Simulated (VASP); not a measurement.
# MoS2 (lda) (P6_3/mmc) in VASP: a series of runs

Runs on MoS2 (lda). Level: LDA. Tasks: single point, relaxation of cell and atoms.

Program: VASP 6.6.1. These are calculated values, not measurements. Logs are shortened: lines on timing, memory, paths and dates and some standing lists are left out, and cuts for length are marked.

**1. The cell of the first run**

It takes space group P6_3/mmc (No. 194, hexagonal). The conventional cell has a = 3.192 Å, b = 3.192 Å, c = 13.378 Å, α = 90.00°, β = 90.00°, γ = 120.00°. Within 3.2 Å of Mo (site symmetry -6m2) lie 6 S at 2.42 Å and 6 Mo at 3.19 Å. Within 3.2 Å of S (site symmetry 3m) lie 3 Mo at 2.42 Å and 7 S at 3.13 to 3.19 Å.

**2. Single point, LDA**

INCAR reads:

```
ALGO = Normal
EDIFF = 1E-6
ENCUT = 520
ISIF = 2
ISMEAR = 0
LASPH = T
LCHARG = T
LELF = T
LREAL = F
LVHAR = T
LWAVE = F
NBANDS = 35
NELM = 80
PREC = Accurate
SIGMA = 0.1
```

KPOINTS reads:

```
k-points
0
Gamma
  6 6 2
```

POSCAR reads:

```
MoS2
1.0
    3.1922379100      0.0000000000      0.0000000000
   -1.5961189600      2.7645591300      0.0000000000
    0.0000000000      0.0000000000     13.3782940000
Mo S
2 4
Direct
    0.6666666700      0.3333333300      0.2500000000
    0.3333333300      0.6666666700      0.7500000000
    0.6666666700      0.3333333300      0.6330820000
    0.3333333300      0.6666666700      0.3669180000
    0.6666666700      0.3333333300      0.8669180000
    0.3333333300      0.6666666700      0.1330820000
```

Potentials or basis: VASP PAW LDA potentials, release 64 (Mo_sv, S).

The run is started by

```
cat potpaw_LDA.64/Mo_sv/POTCAR potpaw_LDA.64/S/POTCAR > POTCAR
mpirun -np 1 vasp_std > vasp.out
```

OUTCAR:

```text
EDIFF = 1E-6
   ENCUT = 520
   ISIF = 2
   ISMEAR = 0
   LASPH = T
   LREAL = F
   NELM = 80
   PREC = Accurate

 ion  position               nearest neighbor table
   1  0.667  0.333  0.250-   4 2.42   6 2.42   4 2.42   6 2.42   4 2.42   6 2.42
   2  0.333  0.667  0.750-   3 2.42   5 2.42   3 2.42   5 2.42   3 2.42   5 2.42
   3  0.667  0.333  0.633-   2 2.42   2 2.42   2 2.42
   4  0.333  0.667  0.367-   1 2.42   1 2.42   1 2.42
   5  0.667  0.333  0.867-   2 2.42   2 2.42   2 2.42
   6  0.333  0.667  0.133-   1 2.42   1 2.42   1 2.42

  LATTYP: Found a hexagonal cell.
 ALAT       =     3.1922379100
 C/A-ratio  =     4.1908825022

  Lattice vectors:

 A1 = (   3.1922379100,   0.0000000000,   0.0000000000)
 A2 = (  -1.5961189600,   2.7645591300,   0.0000000000)
 A3 = (   0.0000000000,   0.0000000000,  13.3782940000)

Analysis of symmetry for initial positions (statically):
=====================================================================
 Subroutine PRICEL returns:
 Original cell was already a primitive cell.

 Routine SETGRP: Setting up the symmetry group for a
 hexagonal supercell.

 Subroutine GETGRP returns: Found 24 space group operations
 (whereof 12 operations were pure point group operations)
 out of a pool of 24 trial point group operations.

The static configuration has the point symmetry D_3d.
 The point group associated with its full space group is D_6h.

Analysis of symmetry for dynamics (positions and initial velocities):
=====================================================================
 Subroutine PRICEL returns:
 Original cell was already a primitive cell.

 Routine SETGRP: Setting up the symmetry group for a
 hexagonal supercell.

 Subroutine GETGRP returns: Found 24 space group operations
 (whereof 12 operations were pure point group operations)
 out of a pool of 24 trial point group operations.

The dynamic configuration has the point symmetry D_3d.
 The point group associated with its full space group is D_6h.

 Subroutine INISYM returns: Found 24 space group operations
 (whereof 12 operations are pure point group operations),
 and found     1 'primitive' translations

----------------------------------------------------------------------------------------

                                     Primitive cell

  volume of cell :     118.0652

  direct lattice vectors                    reciprocal lattice vectors
     3.192237910  0.000000000  0.000000000     0.313259860  0.180860665  0.000000000
    -1.596118960  2.764559130  0.000000000     0.000000000  0.361721328  0.000000000
     0.000000000  0.000000000 13.378294000     0.000000000  0.000000000  0.074747946

  length of vectors
     3.192237910  3.192237917 13.378294000     0.361721329  0.361721328  0.074747946

  position of ions in fractional coordinates (direct lattice)
     0.666666670  0.333333330  0.250000000
     0.333333330  0.666666670  0.750000000
     0.666666670  0.333333330  0.633082000
     0.333333330  0.666666670  0.366918000
     0.666666670  0.333333330  0.866918000
     0.333333330  0.666666670  0.133082000

  ion indices of the primitive-cell ions
   primitive index   ion index
                 1           1
                 2           2
                 3           3
                 4           4
                 5           5
                 6           6

----------------------------------------------------------------------------------------

 KPOINTS: k-points

Automatic generation of k-mesh.
 Grid dimensions read from file:
 generate k-points for:    6    6    2

 Generating k-lattice:

  Cartesian coordinates                     Fractional coordinates (reciprocal lattice)
     0.052209977  0.030143444  0.000000000     0.166666667  0.000000000  0.000000000
     0.000000000  0.060286888  0.000000000     0.000000000  0.166666667  0.000000000
     0.000000000  0.000000000  0.037373973     0.000000000  0.000000000  0.500000000

  Length of vectors
     0.060286888  0.060286888  0.037373973

  Shift w.r.t. Gamma in fractional coordinates (k-lattice)
     0.000000000  0.000000000  0.000000000

 Subroutine IBZKPT returns following result:
 ===========================================

 Found     14 irreducible k-points:

 Following reciprocal coordinates:
            Coordinates               Weight
  0.000000  0.000000  0.000000      1.000000
  0.166667  0.000000  0.000000      6.000000
  0.333333  0.000000  0.000000      6.000000
  0.500000  0.000000  0.000000      3.000000
  0.166667  0.166667  0.000000      6.000000
  0.333333  0.166667  0.000000     12.000000
  0.333333  0.333333  0.000000      2.000000
  0.000000  0.000000  0.500000      1.000000
  0.166667  0.000000  0.500000      6.000000
  0.333333  0.000000  0.500000      6.000000
  0.500000  0.000000  0.500000      3.000000
  0.166667  0.166667  0.500000      6.000000
  0.333333  0.166667  0.500000     12.000000
  0.333333  0.333333  0.500000      2.000000
   k-points           NKPTS =     14   k-points in BZ     NKDIM =     14   number of bands    NBANDS=     35
   number of dos      NEDOS =    301   number of ions     NIONS =      6
   total plane-waves  NPLWV =  57600
   dimension x,y,z NGX =    24 NGY =   24 NGZ =  100
   dimension x,y,z NGXF=    48 NGYF=   48 NGZF=  200
   ions per type =               2   4
   NGX,Y,Z   is equivalent  to a cutoff of  12.50, 12.50, 12.43 a.u.
   NGXF,Y,Z  is equivalent  to a cutoff of  25.00, 25.00, 24.85 a.u.
 SYSTEM =  unknown system
   PREC   = accura    normal or accurate (medium, high low for compatibility)
   ISTART =      0    job   : 0-new  1-cont  2-samecut
   ICHARG =      2    charge: 1-file 2-atom 10-const
   ISPIN  =      1    spin polarized calculation?
   LNONCOLLINEAR =      F non collinear calculations
   LSORBIT =      F    spin-orbit coupling
   LASPH  =      T    aspherical Exc in radial PAW
   ENCUT  =  520.0 eV  38.22 Ry    6.18 a.u.   5.94  5.94 24.87*2*pi/ulx,y,z
   NELM   =     80;   NELMIN=  2; NELMDL= -5     # of ELM steps
   EDIFF  = 0.1E-05   stopping-criterion for ELM
   LREAL  =      F    real-space projection
   EDIFFG = 0.1E-04   stopping-criterion for IOM
   NSW    =      0    number of steps for IOM
   IBRION =     -1    ionic relax: 0-MD 1-quasi-New 2-CG
   NFREE  =      0    steps in history (QN), initial steepest desc. (CG)
   ISIF   =      2    stress and relaxation
   ISYM   =      2    0-nonsym 1-usesym 2-fastsym
   POTIM  = 0.5000    time-step for ionic-motion
   TEBEG  =    0.0;   TEEND  =   0.0 temperature during run
   PSTRESS=    0.0 pullay stress
   NELECT =      52.0000    total number of electrons
   NUPDOWN=      -1.0000    fix difference up-down
   EMIN   =  10.00;   EMAX   =-10.00  energy-range for DOS
   EFERMI =   0.00;   METHOD = LEGACY
   ISMEAR =     0;   SIGMA  =   0.10  broadening in eV -4-tet -1-fermi 0-gaus
   EFERMI_NEDOS =   21; number of points for ismear=-14 and -15
   IALGO  =     38    algorithm
   IMIX   =      4    mixing-type and parameters
     AMIX     =   0.40;   BMIX     =  1.00
     AMIX_MAG =   1.60;   BMIX_MAG =  1.00
  volume/ion in A,a.u.               =      19.68       132.79
  Fermi-wavevector in a.u.,A,eV,Ry     =   1.245571  2.353789 21.108736  1.551448
  Thomas-Fermi vector in A             =   2.379788
   LORBIT       =      0    0 simple, 1 ext, 2 COOP (PROOUT), +10 PAW based schemes
   GGA     = CA    functional components
   LHFCALC =     F    Hartree Fock is set to
   AEXX    =    0.0000 exact exchange contribution
   IVDW    =     0    specifies the selected vdW correction
   LEPSILON=     F    determine dielectric tensor
   LRPA    =     F    only Hartree local field effects (RPA)
 non-spin polarized calculation
 Gauss-broadening in eV      SIGMA  =   0.10
  energy-cutoff  :      520.00
  volume of cell :      118.07
 maximum number of plane-waves:      3204
 NGX is ok and might be reduce to    24
   NGX = 11   NGY = 11   NGZ = 49

 number of electron      52.0000003 magnetization

 Free energy of the ion-electron system (eV)
  ---------------------------------------------------
  ext. energy  EPLUGINS =         0.00000000
  ---------------------------------------------------
  free energy    TOTEN  =       -48.73552499 eV

  energy without entropy =      -48.73552499  energy(sigma->0) =      -48.73552499

 E-fermi :   6.3564     XC(G=0): -10.4944

 val. band max:        5.9265102691   @ k =   0.0000   0.0000   0.0000
 cond. band min:       7.1177019784   @ k =   0.1667   0.1667   0.0000
 fundamental gap:      1.1911917093
 Fermi energy:         6.3563832875

 k-point     1 :       0.0000    0.0000    0.0000
  band No.  band energies     occupation
      1     -55.0236      2.00000
      2     -55.0236      2.00000
      3     -29.3605      2.00000
      4     -29.3605      2.00000
      5     -29.1459      2.00000
      6     -29.1459      2.00000
[... 27 lines left out ...]
     34       8.5100      0.00000
     35      11.3641      0.00000

 k-point     2 :       0.1667    0.0000    0.0000
  band No.  band energies     occupation
      1     -55.0143      2.00000
      2     -55.0143      2.00000
      3     -29.3423      2.00000
      4     -29.3423      2.00000
      5     -29.2394      2.00000
      6     -29.2394      2.00000
[... 27 lines left out ...]
     34       8.8365      0.00000
     35      12.6636      0.00000

 k-point     3 :       0.3333    0.0000    0.0000
  band No.  band energies     occupation
      1     -54.9958      2.00000
      2     -54.9958      2.00000
      3     -29.4224      2.00000
      4     -29.4224      2.00000
      5     -29.3057      2.00000
      6     -29.3057      2.00000
[... 27 lines left out ...]
     34       9.6080      0.00000
     35      12.7184      0.00000
[... 343 lines left out ...]
 k-point    13 :       0.3333    0.1667    0.5000
  band No.  band energies     occupation
      1     -54.9865      2.00000
      2     -54.9865      2.00000
      3     -29.4663      2.00000
      4     -29.4663      2.00000
      5     -29.2873      2.00000
      6     -29.2873      2.00000
[... 27 lines left out ...]
     34       9.8465      0.00000
     35      12.4543      0.00000

 k-point    14 :       0.3333    0.3333    0.5000
  band No.  band energies     occupation
      1     -54.9818      2.00000
      2     -54.9818      2.00000
      3     -29.4218      2.00000
      4     -29.4218      2.00000
      5     -29.3800      2.00000
      6     -29.3800      2.00000
[... 27 lines left out ...]
     34      10.2319      0.00000
     35      12.6258      0.00000

------------------------ aborting loop because EDIFF is reached ----------------------------------------

  FORCE on cell =-STRESS in cart. coord.  units (eV):
  Direction    XX          YY          ZZ          XY          YZ          ZX
  --------------------------------------------------------------------------------------
  -------------------------------------------------------------------------------------
  Total       -5.4857743     -5.4857744     -4.7708856      0.0000000      0.0000000      0.0000000
  in kB      -74.4434773    -74.4434776    -64.7422392      0.0000001      0.0000000      0.0000000
  external PRESSURE =     -71.2097313 kB  Pullay stress =       0.0000000 kB

 VOLUME and BASIS-vectors are now :
 -----------------------------------------------------------------------------
  energy-cutoff  :      520.00
  volume of cell :      118.07
      direct lattice vectors                 reciprocal lattice vectors
     3.192237910  0.000000000  0.000000000     0.313259860  0.180860665  0.000000000
    -1.596118960  2.764559130  0.000000000     0.000000000  0.361721328  0.000000000
     0.000000000  0.000000000 13.378294000     0.000000000  0.000000000  0.074747946

 POSITION                                       TOTAL-FORCE (eV/Angst)
 -----------------------------------------------------------------------------------
      1.59612      0.92152      3.34457        -0.000000     -0.000000     -0.000000
     -0.00000      1.84304     10.03372        -0.000000      0.000000     -0.000000
      1.59612      0.92152      8.46956         0.000000      0.000000      0.567984
     -0.00000      1.84304      4.90874         0.000000     -0.000000     -0.567984
      1.59612      0.92152     11.59788        -0.000000      0.000000     -0.567984
     -0.00000      1.84304      1.78041         0.000000      0.000000      0.567984
 -----------------------------------------------------------------------------------
    total drift:                               -0.000014      0.000008     -0.000000

  FREE ENERGIE OF THE ION-ELECTRON SYSTEM (eV)
  ---------------------------------------------------
  free  energy   TOTEN  =       -48.7355249921 eV

  energy  without entropy=      -48.7355249921  energy(sigma->0) =      -48.73552499
```

Run time: 33 s. Hardware: 1 thread of Intel Xeon Platinum 8375C at 2.90GHz (Ice Lake), shared host; peak memory 0.2 GiB.

Results:

- Free energy: -48.7355 eV
- Pressure: -7.1 GPa
- Largest force: 0.568 eV/Å
- Band gap on the k mesh: 1.19 eV, indirect (least direct gap 1.62 eV)

Forces on the atoms (eV/Å):
```
Mo   0.000  0.000  0.000
Mo   0.000  0.000  0.000
S    0.000  0.000  0.568
S    0.000  0.000 -0.568
S    0.000  0.000 -0.568
S    0.000  0.000  0.568
```

A k mesh can miss the band edges.

[end of part 1 of 2]
